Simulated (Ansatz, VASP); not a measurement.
**One calculation of Ca, two programs**

INCAR

```
PREC = Accurate
ENCUT = 520
EDIFF = 1E-6
ISMEAR = 0
SIGMA = 0.15
LREAL = F
LASPH = T
NELM = 60
ALGO = Normal
ISIF = 2
LWAVE = F
LCHARG = F
GGA = PS
NBANDS = 11
```

File KPOINTS:

```
regular mesh
0
Gamma
  14 14 14
```

Contents of POSCAR:

```
Ca
1.0
    0.0000000000      2.6824320000      2.6824320000
    2.6824320000      0.0000000000      2.6824320000
    2.6824320000      2.6824320000      0.0000000000
Ca
1
Direct
    0.0000000000      0.0000000000      0.0000000000
```

Input for Ansatz:

```yaml
crystal:
  lattice:
    - [0.0, 2.682432, 2.682432]
    - [2.682432, 0.0, 2.682432]
    - [2.682432, 2.682432, 0.0]
  atoms:
    - { symbol: Ca, position: [0.0, 0.0, 0.0] }
basis:
  ecutwfc: 420
kpoints:
  mp_grid: { grid: [14, 14, 14] }
hamiltonian:
  xc: pbesol
scf:
  occupations: { method: gaussian, width: 0.15 }
output:
  forces: true
  stress: true
  eigenvalues: true
```

Change from the starting cell: strain -0.040 along x and y, -0.040 along z, atoms carried along.

Alike in both runs: task single point; functional PBEsol; k mesh 14 × 14 × 14; occupations gaussian, width 0.15 eV; no spin polarisation.

|  | VASP | Ansatz |
| --- | --- | --- |
| version | VASP 6.6.1 | Ansatz 0.2.0 |
| potentials or method | VASP PAW PBE potentials, release 64 (Ca_sv), cutoff 520 eV | scalar-relativistic, plane waves, PAW |
| valence electrons in the cell | 10 | 10 |

|  | VASP | Ansatz | Ansatz less VASP |
| --- | --- | --- | --- |
| gap on the k mesh at the Fermi level (eV) | none | none | - |
| pressure (GPa) | 1.0 | 1.0 | 0.00 |

VASP's potentials were made for PBE, not for PBEsol. A gap of «none» marks a metal or a gap that the smearing closes. The functional is the same, so the differences come from potentials, cutoffs and numerics.
